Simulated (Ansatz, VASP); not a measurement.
## CuGe3W2: VASP beside Ansatz

```xyz
6
Lattice="3.5605 0.0000 0.0000 0.0000 3.5605 0.0000 0.0000 0.0000 7.8442" Properties=species:S:1:pos:R:3 pbc="T T T"
Ge    0.0000    1.7803    3.0083
Ge    1.7803    0.0000    4.8360
Ge    1.7803    1.7803    0.0000
W     0.0000    1.7803    5.7380
W     1.7803    0.0000    2.1062
Cu    0.0000    0.0000    0.0000
```

Alike in both runs: task single point; functional r2SCAN; k mesh 9 × 9 × 5; no spin polarisation.

|  | VASP | Ansatz |
| --- | --- | --- |
| version | VASP 6.6.1 | Ansatz 0.2.0 |
| potentials or method | VASP PAW PBE potentials, release 64 (Ge_d, W_sv, Cu), cutoff 520 eV | PAW plane waves |
| occupations | fermi-dirac, width 0.1 eV | fermi-dirac |
| valence electrons in the cell | 81 | 89 |

Ansatz gave:

* pressure (GPa): -11.6
* rms of the force components (eV/Å): 0.202

Question: What did VASP give for the same quantities?

Answer: Pressure (GPa): -11.5; rms of the force components (eV/Å): 0.196.

VASP's potentials were made for PBE, not for r2SCAN. VASP's potentials hold 81 valence electrons a cell and Ansatz's 89, so a difference there can come from the potentials and not from the codes.

Spin-orbit coupling is off throughout.
